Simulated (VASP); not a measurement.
Input of a VASP 6.6.1 run:

Contents of INCAR:

```
PREC = Accurate ; ENCUT = 520
EDIFF = 1E-6 ; ISMEAR = 0
SIGMA = 0.05 ; LREAL = False
LASPH = True ; NELM = 80
ALGO = Normal ; ISIF = 2
LWAVE = False ; LCHARG = False
GGA = PE ; NBANDS = 35
```

File KPOINTS:

```
regular mesh
0
Gamma
  10 10 2
```

The input POSCAR:

```
MoS2
1.0
   -3.1855822414      0.0000000000      0.0000000000
   -1.5927911207     -2.7587951469      0.0000000000
   -1.5926318416     -0.9195064225     14.5104568311
Mo S
2 4
Direct
    0.2500083333      0.2500083333      0.2500000000
    0.4166916667      0.4166916667      0.7500000000
    0.1192496870      0.1192496870      0.6423151704
    0.6192330204      0.6192330204      0.1423151704
    0.0474669796      0.0474669796      0.8576848296
    0.5474503130      0.5474503130      0.3576848296
```

Potentials or basis: VASP PAW PBE potentials, release 64 (Mo_sv, S).

Command:

```console
$ cat potpaw_PBE.64/Mo_sv/POTCAR potpaw_PBE.64/S/POTCAR > POTCAR
$ mpirun -np 1 vasp_std > vasp.out
```

Predict the pressure.

-0.1 GPa.

What does it give for the band gap on the k mesh?

1.55 eV (least direct gap 1.91 eV).

Forces on the atoms (eV/Å):
```
Mo   0.000  0.000 -0.001
Mo   0.000  0.000  0.001
S    0.000  0.000  0.015
S    0.000  0.000  0.019
S    0.000  0.000 -0.019
S    0.000  0.000 -0.015
```

Caveat: the cell differs from its parent crystal (the part above a cut slid along it); this functional lacks dispersion, which binds layers or chains, so the pressure and a relaxed spacing across them are unreliable. A k mesh can miss the band edges.
